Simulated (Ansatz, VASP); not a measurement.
One calculation of CaF, two programs

```xyz
2
Lattice="3.7250 0.0000 0.0000 -1.8625 3.2259 0.0000 0.0000 0.0000 25.5277" Properties=species:S:1:pos:R:3 pbc="T T T"
Ca    1.8625    1.0753    7.9330
F     0.0000    0.0000    7.0671
```

Alike in both runs: task single point; functional LDA; k mesh 8 × 8 × 1; occupations fermi-dirac, width 0.05 eV; no spin polarisation.

|  | VASP | Ansatz |
| --- | --- | --- |
| version | VASP 6.6.1 | Ansatz 0.2.0 |
| potentials or method | VASP PAW LDA potentials, release 64 (Ca_sv, F), cutoff 520 eV | all-electron LAPW, scalar-relativistic |

Ansatz gave:

* gap on the k mesh at the Fermi level (eV): none
* rms of the force components (eV/Å): 0.236

Problem. What did VASP give for the same quantities?

Solution. gap on the k mesh at the Fermi level (eV): none; rms of the force components (eV/Å): 0.217.

LDA's correlation is that of Perdew and Zunger in VASP and of Perdew and Wang (1992) in Ansatz. Atom by atom the forces differ by 0.019 eV/Å (rms over components). A gap of «none» marks a metal or a gap that the smearing closes. Ansatz ran all-electron here, and VASP with PAW potentials.
